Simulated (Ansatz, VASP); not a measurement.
# One calculation of SiNi2, two programs

```
Si Ni
1.0
     3.86855    0.00000    0.00000
    -1.93427    3.35026    0.00000
     0.00000    0.00000    4.91657
Si Ni
2 4
Cartesian
  0.0000 2.2335 3.6874
  1.9343 1.1168 1.2291
  0.0000 0.0000 0.0000
  0.0000 0.0000 2.4583
  0.0000 2.2335 1.2291
  1.9343 1.1168 3.6874
```

Alike in both runs: functional PBEsol; k mesh 12 × 12 × 8; occupations gaussian, width 0.1 eV; no spin polarisation.

Ansatz relaxed the structure, and its values are those at the end. VASP's run is a single point on that final structure, the one shown.

|  | VASP | Ansatz |
| --- | --- | --- |
| version | VASP 6.6.1 | Ansatz 0.2.0 |
| potentials or method | VASP PAW PBE potentials, release 64 (Si, Ni), cutoff 520 eV | scalar-relativistic, plane waves, PAW |
| valence electrons in the cell | 48 | 80 |

Ansatz gave:

```
gap on the k mesh at the Fermi level (eV) : none
pressure (GPa)                            : 0.0
```

**Question.** Which values does VASP return?

**Answer.** gap on the k mesh at the Fermi level (eV): none; pressure (GPa): 0.2.

VASP's potentials were made for PBE, not for PBEsol. A gap of «none» marks a metal or a gap that the smearing closes. VASP's potentials hold 48 valence electrons a cell and Ansatz's 80, so a difference there can come from the potentials and not from the codes.
